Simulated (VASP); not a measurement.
A run of VASP 6.6.1 is set up as follows.

File INCAR:

```
PREC = Accurate
ENCUT = 520
EDIFF = 1E-6
ISMEAR = 0
SIGMA = 0.1
LREAL = F
LASPH = T
NELM = 100
ALGO = Normal
ISIF = 2
LWAVE = F
LCHARG = F
GGA = PE
NBANDS = 18
```

File KPOINTS:

```
Automatic mesh
0
Gamma
  16 16 16
```

The input POSCAR:

```
Li4Cl
1.0
   -1.7450160877      1.7450160877      8.3858617425
    1.7450160877     -1.7450160877      8.3858617425
    1.7450160877      1.7450160877     -8.3858617425
Li Cl
4 1
Direct
    0.7500000000      0.2500000000      0.5000000000
    0.2500000000      0.7500000000      0.5000000000
    0.4104867500      0.4104867500      0.0000000000
    0.5895132500      0.5895132500      0.0000000000
    0.0000000000      0.0000000000      0.0000000000
```

Potentials or basis: VASP PAW PBE potentials, release 64 (Li_sv, Cl).

Launch:

```sh
$ cat potpaw_PBE.64/Li_sv/POTCAR potpaw_PBE.64/Cl/POTCAR > POTCAR
$ mpirun -np 1 vasp_std > vasp.out
```

Question: Predict the band gap on the k mesh.

Answer: Zero (an odd number of electrons rules out a gap without spin polarisation).

Question: Estimate the largest force.

Answer: 0.007 eV/Å.

Forces on the atoms (eV/Å):
```
Li   0.000  0.000  0.000
Li   0.000  0.000  0.000
Li   0.000  0.000  0.007
Li   0.000  0.000 -0.007
Cl   0.000  0.000  0.000
```
